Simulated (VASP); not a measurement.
Set up this calculation in VASP 6.6.1, as the native input.

```yaml
Task: single point
Functional: PBE
Potentials_or_basis: VASP PAW PBE potentials, release 64 (B, As)
Cutoff: 520 eV
k_mesh: 10 × 10 × 10
Occupations: fermi-dirac, width 0.02 eV
Spin: no spin polarisation
Dipole_correction: no
Further_INCAR_settings: ALGO = Normal; EDIFF = 1e-06; NBANDS = 11
```

The structure of BAs lies in POSCAR:

```
BAs
1.0
    0.0000000000      2.3885000000      2.3885000000
    2.3885000000      0.0000000000      2.3885000000
    2.3885000000      2.3885000000      0.0000000000
B As
1 1
Direct
    0.0000000000      0.0000000000      0.0000000000
    0.2500000000      0.2500000000      0.2500000000
```

These files were run (other wordings do the same):

INCAR

```
ALGO     = Normal         # electronic algorithm
EDIFF    = 1E-6           # SCF threshold, eV
ENCUT    = 520            # plane-wave cutoff, eV
GGA      = PE             # functional
ISIF     = 2              # what is computed and relaxed
ISMEAR   = -1             # smearing method
LASPH    = T              # aspherical terms in the spheres
LCHARG   = F              # write CHGCAR
LREAL    = F              # projectors in reciprocal space
LWAVE    = F              # write WAVECAR
NBANDS   = 11             # bands
NELM     = 60             # most SCF steps
PREC     = Accurate       # precision mode
SIGMA    = 0.02           # smearing width, eV
```

KPOINTS

```
k-points
0
Gamma
  10 10 10
```

Potentials or basis: VASP PAW PBE potentials, release 64 (B, As).

Launch:

```bash
$ cat potpaw_PBE.64/B/POTCAR potpaw_PBE.64/As/POTCAR > POTCAR
$ mpirun -np 1 vasp_std > vasp.out
```

It gave:

The pressure is 3.4 GPa and the band gap on the k mesh is 1.18 eV (least direct gap 3.28 eV).

Caveat: the cell stands under pressure.

Wall time 27 s on 1 thread of Intel Xeon 8259CL, with other jobs on the host, peak memory 0.16 GiB.
